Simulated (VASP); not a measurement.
Here is a VASP 6.6.1 calculation.

File INCAR:

```
SYSTEM = CuI
ALGO     = Normal         ! electronic algorithm
EDIFF    = 1E-6           ! SCF threshold, eV
ENCUT    = 520            ! plane-wave cutoff, eV
GGA      = PE             ! functional
ISIF     = 2              ! what is computed and relaxed
ISMEAR   = 0              ! smearing method
LASPH    = .True.         ! aspherical terms in the spheres
LCHARG   = .False.        ! write CHGCAR
LREAL    = .False.        ! projectors in reciprocal space
LWAVE    = .False.        ! write WAVECAR
NBANDS   = 16             ! bands
NELM     = 60             ! most SCF steps
PREC     = Accurate       ! precision mode
SIGMA    = 0.02           ! smearing width, eV
```

KPOINTS

```
k-points
0
Gamma
  8 8 8
  0 0 0
```

File POSCAR:

```
CuI
1.0
    0.0000000000      2.9122282554      2.9122282554
    2.9122282554      0.0000000000      2.9122282554
    2.9122282554      2.9122282554      0.0000000000
Cu I
1 1
Direct
    0.2500000000      0.2500000000      0.2500000000
    0.0000000000      0.0000000000      0.0000000000
```

Potentials or basis: VASP PAW PBE potentials, release 64 (Cu, I).

Launch:

```console
$ cat potpaw_PBE.64/Cu/POTCAR potpaw_PBE.64/I/POTCAR > POTCAR
$ mpirun -np 1 vasp_std > vasp.out
```

Problem. Predict the pressure.

Solution. 7.0 GPa.

Problem. Predict the band gap on the k mesh.

Solution. 1.50 eV.

Caveat: the cell stands under pressure; spin-orbit coupling is left out, which moves the levels of the heavy elements.
